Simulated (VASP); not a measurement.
A run of VASP 6.6.1:

Contents of INCAR:

```
PREC     = Accurate       # precision mode
ENCUT    = 500            # plane-wave cutoff, eV
EDIFF    = 1E-6           # SCF threshold, eV
ISMEAR   = 0              # smearing method
SIGMA    = 0.05           # smearing width, eV
LREAL    = False          # projectors in reciprocal space
LASPH    = True           # aspherical terms in the spheres
NELM     = 120            # most SCF steps
ALGO     = Normal         # electronic algorithm
ISIF     = 2              # what is computed and relaxed
LWAVE    = False          # write WAVECAR
LCHARG   = False          # write CHGCAR
GGA      = CA             # functional
NBANDS   = 28             # bands
GGA_COMPAT= False
```

The input KPOINTS:

```
Automatic mesh
0
Gamma
  6 6 4
```

File POSCAR:

```
SnSe
1.0
    4.1898989384      0.0000000000      0.0000000000
    0.0000000000      4.1898989384      0.0000000000
    0.0000000000      0.0000000000     10.9796229033
Sn Se
2 2
Direct
    0.3567984553      0.0000000000      0.3781633345
    0.0000000000      0.5000000000      0.6218366655
    0.5000000000      0.0000000000      0.6217782147
    0.0000000000      0.5000000000      0.3782217853
```

Potentials or basis: VASP PAW LDA potentials, release 64 (Sn_d, Se).

Launch:

```bash
$ cat potpaw_LDA.64/Sn_d/POTCAR potpaw_LDA.64/Se/POTCAR > POTCAR
$ mpirun -np 1 vasp_std > vasp.out
```

Hardware: 1 thread of Oxide Virtual Turin-like Processor (shared host).

Question: Estimate the wall time of this run.

Answer: It took 3.4 min on 1 thread of Oxide Virtual Turin-like Processor (shared host), peak memory 0.35 GiB. Counts: scf iterations 17, k points 56.
